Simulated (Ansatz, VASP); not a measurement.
**One calculation of AlNi3, two programs**

```
CELL_PARAMETERS angstrom
3.52305 0.00000 0.00000
0.00000 3.52305 0.00000
0.00000 0.00000 3.52305
ATOMIC_POSITIONS crystal
Ni 0.50000 0.50000 0.00000
Ni 0.50000 0.00000 0.50000
Ni 0.00000 0.50000 0.50000
Al 0.00000 0.00000 0.00000
```

Alike in both runs: task relaxation of cell and atoms; functional LDA; k mesh 8 × 8 × 8; occupations fermi-dirac, width 0.05 eV; collinear spin.

|  | VASP | Ansatz |
| --- | --- | --- |
| version | VASP 6.6.1 | Ansatz 0.2.0 |
| potentials or method | VASP PAW LDA potentials, release 64 (Ni, Al) | Ansatz PAW |
| plane-wave cutoff (eV) | 600 | 420 |
| valence electrons in the cell | 33 | 57 |

VASP gave:

| Quantity | Value |
| --- | --- |
| gap on the k mesh at the Fermi level, each at its own relaxed structure (eV) | none |
| net moment per atom (μB) | 0.00 |
| size of the moment on the site where the two differ most (μB) | 0.00 |
| relaxed volume (Å³/atom) | 10.55 |
| relaxed cell length with the largest relative difference (Å) | 3.481 |

What did Ansatz give for the same quantities?

gap on the k mesh at the Fermi level, each at its own relaxed structure (eV): none; net moment per atom (μB): 0.10; size of the moment on the site where the two differ most (μB): 0.15; relaxed volume (Å³/atom): 10.54; relaxed cell length with the largest relative difference (Å): 3.481.

The net moments are unlike, so the other rows may belong to different states. LDA's correlation is that of Perdew and Zunger in VASP and of Perdew and Wang (1992) in Ansatz. Site moments also hang on the region over which each program counts them. A gap of «none» marks a metal or a gap that the smearing closes. VASP's potentials hold 33 valence electrons a cell and Ansatz's 57, so a difference there can come from the potentials and not from the codes.

Noted on Ansatz's run: the plane-wave basis is chosen anew once the cell has moved, so the energies of steps on either side of that aren't comparable.
